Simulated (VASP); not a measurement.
Runs of VASP 6.6.1 on CuI. The structure is that of space group F-43m (No. 216), or close to it. The cells are those of the table. 

```tsv
level	potentials or basis	spin	cell	k mesh	smearing	gap on the mesh (eV)	pressure (GPa)
LDA	VASP PAW LDA potentials, release 64 (Cu, I)	off	a = 4.146 Å, angles 60.0°, 2 atoms	6 × 6 × 6	fermi-dirac 0.02 eV	(a)	(b)
PBE	VASP PAW PBE potentials, release 64 (Cu, I)	non-collinear, zero start, SOC	a = 4.260 Å, angles 60.0°, 2 atoms	8 × 8 × 8	fermi-dirac 0.02 eV	-	1.6
r2SCAN	VASP PAW PBE potentials, release 64 (Cu, I)	off	a = 4.260 Å, angles 60.0°, 2 atoms	6 × 6 × 6	fermi-dirac 0.02 eV	1.67	-0.1
PBEsol	VASP PAW PBE potentials, release 64 (Cu, I)	off	a = 4.200 Å, angles 60.0°, 2 atoms	6 × 6 × 6	fermi-dirac 0.02 eV	1.20	0.5
r2SCAN	VASP PAW PBE potentials, release 64 (Cu, I)	off	a = 4.260 Å, angles 60.0°, 2 atoms	8 × 8 × 8	gaussian 0.01 eV	1.67	-0.1
```

Alike in all rows: task single point; cutoff (eV) 520.

Fill in the values left out.

(a) 1.28; (b) 0.1.

Caveats: spin-orbit coupling is left out, which moves the levels of the heavy elements (some runs); the PAW data sets were made with another functional, which shifts forces and pressure a little (some runs).

A k mesh can miss the band edges, and rows without SOC leave out spin-orbit coupling on I.
